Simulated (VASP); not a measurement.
# SrOs (Pm-3m) in VASP: notebook

SrOs is run at these levels: r2SCAN; tasks: single point.

Everything below comes from runs of VASP 6.6.1. Logs are shortened: lines on timing, memory, paths and dates and some standing lists are left out, and cuts for length are marked.

## 1. The cell of the first run

Symmetry: Pm-3m, No. 221, cubic system. The conventional cell has a = 3.585 Å, b = 3.585 Å, c = 3.585 Å, α = 90.00°, β = 90.00°, γ = 90.00°. Sr (site symmetry m-3m) has 8 Os at 3.10 Å and 6 Sr at 3.58 Å within 4.1 Å. Within 4.1 Å of Os (site symmetry m-3m) lie 8 Sr at 3.10 Å and 6 Os at 3.58 Å.

## 2. Single point, r2SCAN

Input file POSCAR:

```
SrOs
1.0
    3.5847859548      0.0000000000      0.0000000000
    0.0000000000      3.5847859548      0.0000000000
    0.0000000000      0.0000000000      3.5847859548
Sr Os
1 1
Direct
    0.0000000000      0.0000000000      0.0000000000
    0.5000000000      0.5000000000      0.5000000000
```

Input file INCAR.step1:

```
PREC = Accurate
ENCUT = 520
ISMEAR = 0
SIGMA = 0.05
LREAL = F
LASPH = T
NELM = 80
NBANDS = 16
GGA = PE
ALGO = Normal
EDIFF = 1E-4
LWAVE = T
LCHARG = F
```

Input file INCAR.step2:

```
PREC = Accurate
ENCUT = 520
EDIFF = 1E-6
ISMEAR = 0
SIGMA = 0.05
LREAL = F
LASPH = T
NELM = 80
ALGO = Normal
ISIF = 2
LWAVE = F
LCHARG = F
METAGGA = R2SCAN
LMIXTAU = T
NBANDS = 16
ISTART = 1
```

Input file KPOINTS:

```
regular mesh
0
Gamma
  10 10 10
```

Potentials or basis: VASP PAW PBE potentials, release 64 (Sr_sv, Os).

Started as:

```bash
cat potpaw_PBE.64/Sr_sv/POTCAR potpaw_PBE.64/Os/POTCAR > POTCAR
cp INCAR.step1 INCAR
mpirun -np 1 vasp_std > vasp.out
cp INCAR.step2 INCAR
mpirun -np 1 vasp_std > vasp.out
```

OUTCAR:

```text
PREC = Accurate
   ENCUT = 520
   EDIFF = 1E-6
   ISMEAR = 0
   LREAL = F
   LASPH = T
   NELM = 80
   ISIF = 2
   METAGGA = R2SCAN
   ISTART = 1

 ion  position               nearest neighbor table
   1  0.000  0.000  0.000-   2 3.10   2 3.10   2 3.10   2 3.10   2 3.10   2 3.10   2 3.10   2 3.10

   2  0.500  0.500  0.500-   1 3.10   1 3.10   1 3.10   1 3.10   1 3.10   1 3.10   1 3.10   1 3.10

  LATTYP: Found a simple cubic cell.
 ALAT       =     3.5847859548

  Lattice vectors:

 A1 = (   3.5847859548,   0.0000000000,   0.0000000000)
 A2 = (   0.0000000000,   3.5847859548,   0.0000000000)
 A3 = (   0.0000000000,   0.0000000000,   3.5847859548)

Analysis of symmetry for initial positions (statically):
=====================================================================
 Subroutine PRICEL returns:
 Original cell was already a primitive cell.

 Routine SETGRP: Setting up the symmetry group for a
 simple cubic supercell.

 Subroutine GETGRP returns: Found 48 space group operations
 (whereof 48 operations were pure point group operations)
 out of a pool of 48 trial point group operations.

The static configuration has the point symmetry O_h .

Analysis of symmetry for dynamics (positions and initial velocities):
=====================================================================
 Subroutine PRICEL returns:
 Original cell was already a primitive cell.

 Routine SETGRP: Setting up the symmetry group for a
 simple cubic supercell.

 Subroutine GETGRP returns: Found 48 space group operations
 (whereof 48 operations were pure point group operations)
 out of a pool of 48 trial point group operations.

The dynamic configuration has the point symmetry O_h .

 Subroutine INISYM returns: Found 48 space group operations
 (whereof 48 operations are pure point group operations),
 and found     1 'primitive' translations

----------------------------------------------------------------------------------------

                                     Primitive cell

  volume of cell :      46.0670

  direct lattice vectors                    reciprocal lattice vectors
     3.584785955  0.000000000  0.000000000     0.278956683  0.000000000  0.000000000
     0.000000000  3.584785955  0.000000000     0.000000000  0.278956683  0.000000000
     0.000000000  0.000000000  3.584785955     0.000000000  0.000000000  0.278956683

  length of vectors
     3.584785955  3.584785955  3.584785955     0.278956683  0.278956683  0.278956683

  position of ions in fractional coordinates (direct lattice)
[... 79 lines left out ...]
   EDIFF  = 0.1E-05   stopping-criterion for ELM
   LREAL  =      F    real-space projection
   EDIFFG = 0.1E-04   stopping-criterion for IOM
   NSW    =      0    number of steps for IOM
   IBRION =     -1    ionic relax: 0-MD 1-quasi-New 2-CG
   NFREE  =      0    steps in history (QN), initial steepest desc. (CG)
   ISIF   =      2    stress and relaxation
   ISYM   =      2    0-nonsym 1-usesym 2-fastsym
   POTIM  = 0.5000    time-step for ionic-motion
   TEBEG  =    0.0;   TEEND  =   0.0 temperature during run
   PSTRESS=    0.0 pullay stress
   NELECT =      18.0000    total number of electrons
   NUPDOWN=      -1.0000    fix difference up-down
   EMIN   =  10.00;   EMAX   =-10.00  energy-range for DOS
   EFERMI =   0.00;   METHOD = LEGACY
   ISMEAR =     0;   SIGMA  =   0.05  broadening in eV -4-tet -1-fermi 0-gaus
   EFERMI_NEDOS =   21; number of points for ismear=-14 and -15
   IALGO  =     38    algorithm
   IMIX   =      4    mixing-type and parameters
     AMIX     =   0.40;   BMIX     =  1.00
     AMIX_MAG =   1.60;   BMIX_MAG =  1.00
  volume/ion in A,a.u.               =      23.03       155.44
  Fermi-wavevector in a.u.,A,eV,Ry     =   1.196839  2.261698 19.489310  1.432424
  Thomas-Fermi vector in A             =   2.332769
   LORBIT       =      0    0 simple, 1 ext, 2 COOP (PROOUT), +10 PAW based schemes
   METAGGA = R2SCAN    functional components
   LHFCALC =     F    Hartree Fock is set to
   AEXX    =    0.0000 exact exchange contribution
   IVDW    =     0    specifies the selected vdW correction
   LEPSILON=     F    determine dielectric tensor
   LRPA    =     F    only Hartree local field effects (RPA)
 non-spin polarized calculation
 Gauss-broadening in eV      SIGMA  =   0.05
  energy-cutoff  :      520.00
  volume of cell :       46.07
 maximum number of plane-waves:      1261
 NGX is ok and might be reduce to    28
   NGX = 13   NGY = 13   NGZ = 13

 number of electron      18.0000000 magnetization

 Free energy of the ion-electron system (eV)
  ---------------------------------------------------
  ext. energy  EPLUGINS =         0.00000000
  ---------------------------------------------------
  free energy    TOTEN  =       -65.35600553 eV

  energy without entropy =      -65.35303575  energy(sigma->0) =      -65.35452064

 E-fermi :   3.6368     XC(G=0): -11.5103

 val. band max:        3.6365106800   @ k =   0.3000   0.1000   0.1000
 cond. band min:       3.6513132143   @ k =   0.4000   0.1000   0.1000
 fundamental gap:      0.0148025343
 Fermi energy:         3.6367816061

 k-point     1 :       0.0000    0.0000    0.0000
  band No.  band energies     occupation
      1     -31.2951      2.00000
      2     -12.5715      2.00000
      3     -12.5715      2.00000
      4     -12.5715      2.00000
      5      -1.5853      2.00000
      6       1.2965      2.00000
[... 433 lines left out ...]
      3     -12.6070      2.00000
      4     -12.6030      2.00000
      5       0.2069      2.00000
      6       1.9197      2.00000
[... 8 lines left out ...]
     15      11.8408      0.00000
     16      13.1369      0.00000

 [... further k-points ...]

------------------------ aborting loop because EDIFF is reached ----------------------------------------

  FORCE on cell =-STRESS in cart. coord.  units (eV):
  Direction    XX          YY          ZZ          XY          YZ          ZX
  --------------------------------------------------------------------------------------
  -------------------------------------------------------------------------------------
  Total        0.1217657      0.1217657      0.1217657      0.0000000      0.0000000     -0.0000000
  in kB        4.2349265      4.2349265      4.2349265      0.0000000      0.0000000     -0.0000000
  external PRESSURE =       4.2349265 kB  Pullay stress =       0.0000000 kB

 VOLUME and BASIS-vectors are now :
 -----------------------------------------------------------------------------
  energy-cutoff  :      520.00
  volume of cell :       46.07
      direct lattice vectors                 reciprocal lattice vectors
     3.584785955  0.000000000  0.000000000     0.278956683  0.000000000  0.000000000
     0.000000000  3.584785955  0.000000000     0.000000000  0.278956683  0.000000000
     0.000000000  0.000000000  3.584785955     0.000000000  0.000000000  0.278956683

 POSITION                                       TOTAL-FORCE (eV/Angst)
 -----------------------------------------------------------------------------------
      0.00000      0.00000      0.00000         0.000000      0.000000      0.000000
      1.79239      1.79239      1.79239         0.000000      0.000000      0.000000
 -----------------------------------------------------------------------------------
    total drift:                                0.000000      0.000000      0.000000

  FREE ENERGIE OF THE ION-ELECTRON SYSTEM (eV)
  ---------------------------------------------------
  free  energy   TOTEN  =       -65.3560055262 eV

  energy  without entropy=      -65.3530357452  energy(sigma->0) =      -65.35452064
```

OSZICAR.step1:

```text
N       E                     dE             d eps       ncg     rms          rms(c)
DAV:   1     0.828850949800E+02    0.82885E+02   -0.89491E+03  1792   0.108E+03
DAV:   2    -0.667568940592E+01   -0.89561E+02   -0.81793E+02  2168   0.255E+02
DAV:   3    -0.107630514671E+02   -0.40874E+01   -0.39249E+01  2704   0.422E+01
DAV:   4    -0.108755829185E+02   -0.11253E+00   -0.11247E+00  2248   0.659E+00
DAV:   5    -0.108786542080E+02   -0.30713E-02   -0.30712E-02  2680   0.882E-01    0.332E+01
DAV:   6    -0.103358552783E+02    0.54280E+00   -0.38472E+00  2504   0.111E+01    0.954E+00
DAV:   7    -0.102190455392E+02    0.11681E+00   -0.80057E-01  2336   0.586E+00    0.948E+00
DAV:   8    -0.101889097478E+02    0.30136E-01   -0.82864E-02  2264   0.210E+00    0.129E+00
DAV:   9    -0.101890140013E+02   -0.10425E-03   -0.36417E-03  2336   0.379E-01    0.367E-01
DAV:  10    -0.101891446352E+02   -0.13063E-03   -0.22441E-04  2040   0.119E-01    0.412E-02
DAV:  11    -0.101891404973E+02    0.41379E-05   -0.32335E-05  1008   0.520E-02
   1 F= -.10189140E+02 E0= -.10186737E+02  d E =-.480771E-02
```

Run time: 2.2 min. Hardware: 1 thread of AMD EPYC 7R43 (Zen 3), shared host; peak memory 0.16 GiB.

What came out:

```
Free energy            : -65.3560 eV
Pressure               : 0.4 GPa
Band gap on the k mesh : zero (band 9 reaches 4.97 eV, above the bottom of band 10 at 3.08 eV)
```

Levels at points of the mesh, in eV from the Fermi level:
```csv
k point,band 5,band 6,band 7,band 8,band 9,band 10,band 11,band 12,band 13,band 14
"(0.00, 0.00, 0.00)",-5.22,-2.34,-2.34,-0.05,-0.05,-0.05,5.41,5.41,8.91,8.91
"(0.50, 0.00, 0.00)",-2.41,-1.55,-0.57,-0.28,-0.28,0.25,1.59,3.38,4.85,4.85
"(0.50, 0.50, 0.00)",-3.20,-2.13,-1.05,-1.05,1.29,1.57,3.03,3.03,6.06,8.83
"(0.50, 0.50, 0.50)",-0.86,-0.86,-0.86,0.77,0.77,0.77,1.35,1.35,3.22,10.42
```

Caveat: the PAW data sets were made with another functional, which shifts forces and pressure a little; spin-orbit coupling is left out, which moves the levels of the heavy elements.

## 3. Single point, r2SCAN

POSCAR is that of step 2.

Input file INCAR.step1:

```
SYSTEM = SrOs
ALGO = Normal
EDIFF = 1E-4
ENCUT = 520
GGA = PE
ISMEAR = 0
LASPH = .TRUE.
LCHARG = .FALSE.
LREAL = .FALSE.
LWAVE = .TRUE.
NBANDS = 16
NELM = 100
PREC = Accurate
SIGMA = 0.05
```

Input file INCAR.step2:

```
SYSTEM = SrOs
ALGO = Normal
EDIFF = 1E-6
ENCUT = 520
ISIF = 2
ISMEAR = 0
ISTART = 1
LASPH = .TRUE.
LCHARG = .FALSE.
LMIXTAU = .TRUE.
LREAL = .FALSE.
LWAVE = .FALSE.
METAGGA = R2SCAN
NBANDS = 16
NELM = 100
PREC = Accurate
SIGMA = 0.05
```

Input file KPOINTS:

```
k-points
0
G
  10 10 10
  0 0 0
```

Potentials or basis: VASP PAW PBE potentials, release 64 (Sr_sv, Os).

Started as:

```bash
cat potpaw_PBE.64/Sr_sv/POTCAR potpaw_PBE.64/Os/POTCAR > POTCAR
cp INCAR.step1 INCAR
mpirun -np 1 vasp_std > vasp.out
cp INCAR.step2 INCAR
mpirun -np 1 vasp_std > vasp.out
```

It took 2.8 min on 1 thread of AMD EPYC 7R43 (Zen 3), shared host; peak memory 0.16 GiB.

The run converged. Its results:

```yaml
Free_energy: -65.3560 eV
Pressure: 0.4 GPa
Band_gap_on_the_k_mesh: zero (band 9 reaches 4.97 eV, above the bottom of band 10 at 3.08 eV)
```

Levels at points of the mesh, in eV from the Fermi level:
| k point | band 5 | band 6 | band 7 | band 8 | band 9 | band 10 | band 11 | band 12 | band 13 | band 14 |
| --- | --- | --- | --- | --- | --- | --- | --- | --- | --- | --- |
| (0.00, 0.00, 0.00) | -5.22 | -2.34 | -2.34 | -0.05 | -0.05 | -0.05 | 5.41 | 5.41 | 8.91 | 8.91 |
| (0.50, 0.00, 0.00) | -2.41 | -1.55 | -0.57 | -0.28 | -0.28 | 0.25 | 1.59 | 3.38 | 4.85 | 4.85 |
| (0.50, 0.50, 0.00) | -3.20 | -2.13 | -1.05 | -1.05 | 1.29 | 1.57 | 3.03 | 3.03 | 6.06 | 8.83 |
| (0.50, 0.50, 0.50) | -0.86 | -0.86 | -0.86 | 0.77 | 0.77 | 0.77 | 1.35 | 1.35 | 3.22 | 10.42 |

Caveat: the PAW data sets were made with another functional, which shifts forces and pressure a little; spin-orbit coupling is left out, which moves the levels of the heavy elements.
